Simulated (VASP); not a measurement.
# HC18F in VASP: a series of runs

The runs below take HC18F through single point, with PBE+D3(BJ).

Everything below comes from runs of VASP 6.6.1. Logs are shortened: lines on timing, memory, paths and dates and some standing lists are left out, and cuts for length are marked.

### Step 1. The cell of the first run

The cell holds a slab with vacuum, 20 atoms: a = 7.398 Å, b = 7.398 Å, c = 11.000 Å, α = 90.00°, β = 90.00°, γ = 120.00°.

### Step 2. Single point, PBE+D3(BJ)

File INCAR:

```
  PREC = Accurate
  ENCUT = 520
  EDIFF = 1E-6
  ISMEAR = 0
  SIGMA = 0.02
  LREAL = Auto
  LASPH = T
  NELM = 60
  ALGO = Normal
  ISIF = 2
  LWAVE = F
  LCHARG = F
  GGA = PE
  IVDW = 12
  NBANDS = 56
```

File KPOINTS:

```
Automatic mesh
0
Gamma
  2 2 1
```

File POSCAR:

```
HC18F
1.0
    7.3980000000      0.0000000000      0.0000000000
   -3.6990000000      6.4068560000      0.0000000000
    0.0000000000      0.0000000000     11.0000000000
C F H
18 1 1
Direct
   -0.0080839370     -0.0042314046      0.0859414545
    0.2133286655      0.1048222404      0.0858624545
   -0.0082527526      0.3289565116      0.0858500000
    0.2132606398      0.4378237938      0.0859128182
   -0.0082912766      0.6623036322      0.0859971818
    0.2132104333      0.7716755301      0.0860400909
    0.3251686924     -0.0041084114      0.0858161818
    0.5468056891      0.1049282206      0.0857587273
    0.3252244724      0.3289323188      0.0858718182
    0.5467858592      0.4381175416      0.0859807273
    0.3252082518      0.6623359414      0.0863656364
    0.5471392763      0.7716908262      0.0859963636
    0.6587011544     -0.0041646012      0.0858033636
    0.8801375047      0.1048167775      0.0858616364
    0.6585593627      0.3290514099      0.0859484545
    0.8800050550      0.4381298721      0.0859454545
    0.6585968909      0.6623211135      0.0860153636
    0.8801570759      0.7716447818      0.0859729091
    0.3427276360      0.7108675456      0.3700110909
    0.3368981095      0.6996848376      0.2848666364
```

Potentials or basis: VASP PAW PBE potentials, release 64 (C, F, H).

Launch:

```sh
$ cat potpaw_PBE.64/C/POTCAR potpaw_PBE.64/F/POTCAR potpaw_PBE.64/H/POTCAR > POTCAR
$ mpirun -np 1 vasp_std > vasp.out
```

OUTCAR:

```text
PREC = Accurate
   ENCUT = 520
   EDIFF = 1E-6
   ISMEAR = 0
   LREAL = Auto
   LASPH = T
   NELM = 60
   ISIF = 2
   GGA = PE
   IVDW = 12
 IVDW          = 12

 ion  position               nearest neighbor table
   1  0.992  0.996  0.086-  14 1.41   2 1.42  18 1.44
   2  0.213  0.105  0.086-   7 1.41   1 1.42   9 1.44
   3  0.992  0.329  0.086-  16 1.42   4 1.42  14 1.44
   4  0.213  0.438  0.086-   9 1.42   3 1.42  11 1.44
   5  0.992  0.662  0.086-  18 1.42   6 1.42  16 1.44
   6  0.213  0.772  0.086-  11 1.42   5 1.42   7 1.44
[... 10 lines left out ...]
  17  0.659  0.662  0.086-  12 1.41  18 1.42  10 1.44
  18  0.880  0.772  0.086-   5 1.42  17 1.42   1 1.44
  19  0.343  0.711  0.370-  20 0.94
  20  0.337  0.700  0.285-  19 0.94

  LATTYP: Found a hexagonal cell.
 ALAT       =     7.3980000000
 C/A-ratio  =     1.4868883482

  Lattice vectors:

 A1 = (   7.3980000000,   0.0000000000,   0.0000000000)
 A2 = (  -3.6990000000,   6.4068560000,   0.0000000000)
 A3 = (   0.0000000000,   0.0000000000,  11.0000000000)

Analysis of symmetry for initial positions (statically):
=====================================================================
 Subroutine PRICEL returns:
 Original cell was already a primitive cell.

 Routine SETGRP: Setting up the symmetry group for a
 hexagonal supercell.

 Subroutine GETGRP returns: Found  1 space group operations
 (whereof  1 operations were pure point group operations)
 out of a pool of 24 trial point group operations.

The static configuration has the point symmetry C_1 .

Analysis of symmetry for dynamics (positions and initial velocities):
=====================================================================
 Subroutine PRICEL returns:
 Original cell was already a primitive cell.

 Routine SETGRP: Setting up the symmetry group for a
 hexagonal supercell.

 Subroutine GETGRP returns: Found  1 space group operations
 (whereof  1 operations were pure point group operations)
 out of a pool of 24 trial point group operations.

The dynamic configuration has the point symmetry C_1 .

 Subroutine INISYM returns: Found  1 space group operations
 (whereof  1 operations are pure point group operations),
 and found     1 'primitive' translations

----------------------------------------------------------------------------------------

                                     Primitive cell

  volume of cell :     521.3771

  direct lattice vectors                    reciprocal lattice vectors
     7.398000000  0.000000000  0.000000000     0.135171668  0.078041398  0.000000000
    -3.699000000  6.406856000  0.000000000     0.000000000  0.156082796  0.000000000
     0.000000000  0.000000000 11.000000000     0.000000000  0.000000000  0.090909091

  length of vectors
     7.398000000  7.398000054 11.000000000     0.156082797  0.156082796  0.090909091

  position of ions in fractional coordinates (direct lattice)
     0.991916063  0.995768595  0.085941455
     0.213328666  0.104822240  0.085862455
     0.991747247  0.328956512  0.085850000
     0.213260640  0.437823794  0.085912818
     0.991708723  0.662303632  0.085997182
     0.213210433  0.771675530  0.086040091
[... 12 lines left out ...]
     0.342727636  0.710867546  0.370011091
     0.336898109  0.699684838  0.284866636

  ion indices of the primitive-cell ions
   primitive index   ion index
                 1           1
                 2           2
                 3           3
                 4           4
                 5           5
                 6           6
[... 12 lines left out ...]
                19          19
                20          20

----------------------------------------------------------------------------------------

 KPOINTS: Automatic mesh

Automatic generation of k-mesh.
 Grid dimensions read from file:
 generate k-points for:    2    2    1

 Generating k-lattice:

  Cartesian coordinates                     Fractional coordinates (reciprocal lattice)
     0.067585834  0.039020699  0.000000000     0.500000000 -0.000000000  0.000000000
     0.000000000  0.078041398  0.000000000     0.000000000  0.500000000  0.000000000
     0.000000000  0.000000000  0.090909091     0.000000000  0.000000000  1.000000000

  Length of vectors
     0.078041399  0.078041398  0.090909091

  Shift w.r.t. Gamma in fractional coordinates (k-lattice)
     0.000000000  0.000000000  0.000000000

 Subroutine IBZKPT returns following result:
 ===========================================

 Found      4 irreducible k-points:

 Following reciprocal coordinates:
            Coordinates               Weight
  0.000000  0.000000  0.000000      1.000000
  0.500000 -0.000000  0.000000      1.000000
  0.000000  0.500000  0.000000      1.000000
  0.500000  0.500000  0.000000      1.000000
   k-points           NKPTS =      4   k-points in BZ     NKDIM =      4   number of bands    NBANDS=     56
   number of dos      NEDOS =    301   number of ions     NIONS =     20
   total plane-waves  NPLWV = 263424
   dimension x,y,z NGX =    56 NGY =   56 NGZ =   84
   dimension x,y,z NGXF=   112 NGYF=  112 NGZF=  168
   ions per type =              18   1   1
   NGX,Y,Z   is equivalent  to a cutoff of  12.58, 12.58, 12.70 a.u.
   NGXF,Y,Z  is equivalent  to a cutoff of  25.17, 25.17, 25.39 a.u.
 SYSTEM =  unknown system
   PREC   = accura    normal or accurate (medium, high low for compatibility)
   ISTART =      0    job   : 0-new  1-cont  2-samecut
   ICHARG =      2    charge: 1-file 2-atom 10-const
   ISPIN  =      1    spin polarized calculation?
   LNONCOLLINEAR =      F non collinear calculations
   LSORBIT =      F    spin-orbit coupling
   LASPH  =      T    aspherical Exc in radial PAW
   ENCUT  =  520.0 eV  38.22 Ry    6.18 a.u.  13.76 13.76 20.45*2*pi/ulx,y,z
   NELM   =     60;   NELMIN=  2; NELMDL= -5     # of ELM steps
   EDIFF  = 0.1E-05   stopping-criterion for ELM
   LREAL  =      T    real-space projection
   EDIFFG = 0.1E-04   stopping-criterion for IOM
   NSW    =      0    number of steps for IOM
   IBRION =     -1    ionic relax: 0-MD 1-quasi-New 2-CG
   NFREE  =      0    steps in history (QN), initial steepest desc. (CG)
   ISIF   =      2    stress and relaxation
   ISYM   =      2    0-nonsym 1-usesym 2-fastsym
   POTIM  = 0.5000    time-step for ionic-motion
   TEBEG  =    0.0;   TEEND  =   0.0 temperature during run
   PSTRESS=    0.0 pullay stress
   NELECT =      80.0000    total number of electrons
   NUPDOWN=      -1.0000    fix difference up-down
   EMIN   =  10.00;   EMAX   =-10.00  energy-range for DOS
   EFERMI =   0.00;   METHOD = LEGACY
   ISMEAR =     0;   SIGMA  =   0.02  broadening in eV -4-tet -1-fermi 0-gaus
   EFERMI_NEDOS =   21; number of points for ismear=-14 and -15
   IALGO  =     38    algorithm
   IMIX   =      4    mixing-type and parameters
     AMIX     =   0.40;   BMIX     =  1.00
     AMIX_MAG =   1.60;   BMIX_MAG =  1.00
  volume/ion in A,a.u.               =      26.07       175.92
  Fermi-wavevector in a.u.,A,eV,Ry     =   0.876437  1.656226 10.451210  0.768142
  Thomas-Fermi vector in A             =   1.996247
   LORBIT       =      0    0 simple, 1 ext, 2 COOP (PROOUT), +10 PAW based schemes
   GGA     = PE    functional components
   LHFCALC =     F    Hartree Fock is set to
   AEXX    =    0.0000 exact exchange contribution
   IVDW    =    12    specifies the selected vdW correction
   LEPSILON=     F    determine dielectric tensor
   LRPA    =     F    only Hartree local field effects (RPA)
 non-spin polarized calculation
 Gauss-broadening in eV      SIGMA  =   0.02
  energy-cutoff  :      520.00
  volume of cell :      521.38
 maximum number of plane-waves:     14099
 NGX is ok and might be reduce to    56
   NGX = 27   NGY = 27   NGZ = 41

 number of electron      80.0000005 magnetization

 Free energy of the ion-electron system (eV)
  ---------------------------------------------------
  ext. energy  EPLUGINS =         0.00000000
  ---------------------------------------------------
  free energy    TOTEN  =      -173.55622392 eV

  energy without entropy =     -173.55622382  energy(sigma->0) =     -173.55622387

 E-fermi :  -1.7880     XC(G=0):  -4.2998

 val. band max:       -1.8541593520   @ k =   0.0000   0.0000   0.0000
 cond. band min:      -1.7218255378   @ k =   0.0000   0.0000   0.0000
 fundamental gap:      0.1323338142
 Fermi energy:        -1.7879925257

 k-point     1 :       0.0000    0.0000    0.0000
  band No.  band energies     occupation
      1     -26.7238      2.00000
      2     -21.3100      2.00000
      3     -18.7675      2.00000
      4     -18.7384      2.00000
      5     -18.7326      2.00000
      6     -18.7169      2.00000
[... 44 lines left out ...]
     51       3.9910      0.00000
     52       4.5562      0.00000

 k-point     2 :       0.5000   -0.0000    0.0000
  band No.  band energies     occupation
      1     -26.7237      2.00000
      2     -20.6725      2.00000
      3     -20.6397      2.00000
      4     -19.3625      2.00000
      5     -19.3612      2.00000
      6     -16.8885      2.00000
[... 44 lines left out ...]
     51       4.3448      0.00000
     52       4.5960      0.00000

 k-point     3 :       0.0000    0.5000    0.0000
  band No.  band energies     occupation
      1     -26.7237      2.00000
      2     -20.6737      2.00000
      3     -20.6355      2.00000
      4     -19.3708      2.00000
      5     -19.3609      2.00000
      6     -16.8942      2.00000
[... 44 lines left out ...]
     51       4.3456      0.00000
     52       4.5183      0.00000

 k-point     4 :       0.5000    0.5000    0.0000
  band No.  band energies     occupation
      1     -26.7237      2.00000
      2     -20.6723      2.00000
      3     -20.6406      2.00000
      4     -19.3633      2.00000
      5     -19.3585      2.00000
      6     -16.8908      2.00000
[... 44 lines left out ...]
     51       4.3449      0.00000
     52       4.6095      0.00000
 [bands above 52 left out]

------------------------ aborting loop because EDIFF is reached ----------------------------------------

 Edisp (eV)   -1.70124

 E8    (eV) :    -0.5218

  FORCE on cell =-STRESS in cart. coord.  units (eV):
  Direction    XX          YY          ZZ          XY          YZ          ZX
  --------------------------------------------------------------------------------------
  -------------------------------------------------------------------------------------
  Total      -3.59168     5.71917     0.01971     0.84801     0.02084     0.00096
  in kB     -11.03714    17.57484     0.06057     2.60591     0.06405     0.00296
  external pressure =        2.20 kB  Pullay stress =        0.00 kB

 VOLUME and BASIS-vectors are now :
 -----------------------------------------------------------------------------
  energy-cutoff  :      520.00
  volume of cell :      521.38
      direct lattice vectors                 reciprocal lattice vectors
     7.398000000  0.000000000  0.000000000     0.135171668  0.078041398  0.000000000
    -3.699000000  6.406856000  0.000000000     0.000000000  0.156082796  0.000000000
     0.000000000  0.000000000 11.000000000     0.000000000  0.000000000  0.090909091

 POSITION                                       TOTAL-FORCE (eV/Angst)
 -----------------------------------------------------------------------------------
      3.65485      6.37975      0.94536        -0.005203     -0.000042     -0.001545
      1.19047      0.67158      0.94449         0.008218      0.001333     -0.001364
      6.12014      2.10758      0.94435        -0.014334     -0.001394      0.002011
     -0.04181      2.80507      0.94504        -0.001575      0.001122      0.002082
      4.88680      4.24328      0.94597        -0.002503     -0.016693      0.002410
     -1.27710      4.94401      0.94644        -0.000322      0.004299      0.000150
[... 12 lines left out ...]
     -0.09400      4.55443      4.07012        -0.000044      0.022421      0.304997
     -0.09576      4.48278      3.13353        -0.001200     -0.024645     -0.309876
 -----------------------------------------------------------------------------------
    total drift:                               -0.005587      0.004449      0.044880

  FREE ENERGIE OF THE ION-ELECTRON SYSTEM (eV)
  ---------------------------------------------------
  free  energy   TOTEN  =      -175.2574614218 eV

  energy  without entropy=     -175.2574613223  energy(sigma->0) =     -175.25746137
```

It took 4.5 min on 1 thread of AMD EPYC 7R13 (Zen 3), shared host; peak memory 0.56 GiB.

Results:

```
Free energy                : -175.2575 eV
Largest force              : 0.311 eV/Å
Band gap on the k mesh     : 0.13 eV, direct
Dispersion energy per atom : -0.085 eV
```

Forces on the atoms (eV/Å):
```
C   -0.005  0.000 -0.002
C    0.008  0.001 -0.001
C   -0.014 -0.001  0.002
C   -0.002  0.001  0.002
C   -0.003 -0.017  0.002
C    0.000  0.004  0.000
C   -0.001  0.003 -0.002
C   -0.001  0.001 -0.003
C    0.003 -0.004 -0.004
C   -0.002  0.007  0.000
C    0.004 -0.001  0.008
C    0.001  0.000  0.004
C    0.004 -0.001 -0.002
C   -0.002  0.010 -0.002
C    0.008  0.005  0.003
C    0.005 -0.002  0.001
C   -0.002 -0.004 -0.002
C    0.002  0.001 -0.001
F    0.000  0.022  0.305
H   -0.001 -0.025 -0.310
```

Levels at points of the mesh, in eV from the valence-band top:
```csv
k point,band 36,band 37,band 38,band 39,band 40,band 41,band 42,band 43,band 44,band 45
"(0.00, 0.00, 0.00)",-4.38,-3.16,-2.80,-0.04,0.00,0.13,0.16,3.42,4.77,4.89
"(0.50, 0.00, 0.00)",-2.66,-2.61,-2.56,-2.53,-2.26,1.69,2.46,2.53,2.65,2.70
"(0.00, 0.50, 0.00)",-2.63,-2.58,-2.56,-2.54,-2.37,1.88,2.49,2.55,2.59,2.62
"(0.50, 0.50, 0.00)",-2.66,-2.60,-2.57,-2.54,-2.23,1.64,2.48,2.55,2.64,2.69
```

Caveat: the k points lie up to 0.49 Å⁻¹ apart.

(Part 1 of 2 ends here.)
